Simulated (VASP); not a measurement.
Input of a VASP 6.6.1 run:

INCAR

```
PREC     = Accurate       # precision mode
ENCUT    = 600            # plane-wave cutoff, eV
EDIFF    = 1E-6           # SCF threshold, eV
ISMEAR   = -1             # smearing method
SIGMA    = 0.05           # smearing width, eV
LREAL    = F              # projectors in reciprocal space
LASPH    = T              # aspherical terms in the spheres
NELM     = 120            # most SCF steps
ALGO     = Normal         # electronic algorithm
ISIF     = 2              # what is computed and relaxed
LWAVE    = F              # write WAVECAR
LCHARG   = F              # write CHGCAR
GGA      = PS             # functional
NBANDS   = 11             # bands
GGA_COMPAT= F
```

KPOINTS

```
Automatic mesh
0
Gamma
  7 7 7
```

POSCAR

```
MgO
1.0
    3.0430381181      0.0000000000      0.0000000000
   -1.5215185412      2.6353484985      0.0000000000
    0.0000000000      0.0000000000      2.4979166405
Mg O
1 1
Direct
    0.0000000000      0.0000000000      0.0000000000
    0.3333333333      0.6666666667      0.5000000000
```

Potentials or basis: VASP PAW PBE potentials, release 64 (Mg, O).

Launch:

```bash
$ cat potpaw_PBE.64/Mg/POTCAR potpaw_PBE.64/O/POTCAR > POTCAR
$ mpirun -np 1 vasp_std > vasp.out
```

(1) What does it give for the pressure?

(2) Estimate the band gap on the k mesh.

## Answers

(1) -0.9 GPa.

(2) 1.97 eV, indirect (least direct gap 2.20 eV).

Caveat: the PAW data sets were made with another functional, which shifts forces and pressure a little.
